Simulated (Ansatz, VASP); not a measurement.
# Two plane-wave programs on Hf2S

Contents of INCAR:

```
PREC = Accurate
ENCUT = 520
EDIFF = 1E-7
ISMEAR = 0
SIGMA = 0.15
LREAL = F
LASPH = T
NELM = 100
ALGO = Normal
ISIF = 2
LWAVE = F
LCHARG = T
GGA = PS
LELF = T
LVHAR = T
NBANDS = 35
```

KPOINTS

```
Automatic mesh
0
Gamma
  16 16 4
```

The input POSCAR:

```
Hf2S
1.0
   -3.3465310252      0.0000000000      0.0000000000
   -1.6732655126     -2.8981808824      0.0000000000
    0.0000000000      0.0000000000     11.3642358425
Hf S
4 2
Direct
    0.6666666667      0.6666666667      0.4091405847
    0.3333333333      0.3333333333      0.9223398884
    0.6666666667      0.6666666667      0.1040587190
    0.3333333333      0.3333333333      0.6172580226
    0.0000000000      1.0000000000      0.2565996518
    0.0000000000      0.0000000000      0.7697989555
```

Input for Ansatz:

```yaml
crystal:
  lattice:
    - [-3.3465310252, 0.0, 0.0]
    - [-1.6732655126, -2.8981808824, 0.0]
    - [0.0, 0.0, 11.3642358425]
  atoms:
    - { symbol: Hf, position: [0.6666666667, 0.6666666667, 0.4091405847] }
    - { symbol: Hf, position: [0.3333333333, 0.3333333333, 0.9223398884] }
    - { symbol: Hf, position: [0.6666666667, 0.6666666667, 0.104058719] }
    - { symbol: Hf, position: [0.3333333333, 0.3333333333, 0.6172580226] }
    - { symbol: S, position: [0.0, 1.0, 0.2565996518] }
    - { symbol: S, position: [0.0, 0.0, 0.7697989555] }
basis:
  ecutwfc: 420
kpoints:
  mp_grid: { grid: [16, 16, 4] }
hamiltonian:
  xc: pbesol
scf:
  occupations: { method: gaussian, width: 0.15 }
output:
  forces: true
  stress: true
  eigenvalues: true
```

Alike in both runs: task single point; functional PBEsol; k mesh 16 × 16 × 4; occupations gaussian, width 0.15 eV; no spin polarisation.

|  | VASP | Ansatz |
| --- | --- | --- |
| version | VASP 6.6.1 | Ansatz 0.2.0 |
| potentials or method | VASP PAW PBE potentials, release 64 (Hf_pv, S), cutoff 520 eV | scalar-relativistic, plane waves, PAW |
| valence electrons in the cell | 52 | 116 |

```csv
,VASP,Ansatz,Ansatz less VASP
gap on the k mesh at the Fermi level (eV),none,none,-
pressure (GPa),4.8,5.1,+0.38
"traceless stress, the component that is largest in VASP (GPa)",5.22,5.18,-0.040
rms of the force components (eV/Å),0.846,0.847,+0.0012
```

VASP's potentials were made for PBE, not for PBEsol. Atom by atom the forces differ by 0.005 eV/Å (rms over components). A gap of «none» marks a metal or a gap that the smearing closes. VASP's potentials hold 52 valence electrons a cell and Ansatz's 116, so a difference there can come from the potentials and not from the codes.

Spin-orbit coupling is off throughout.
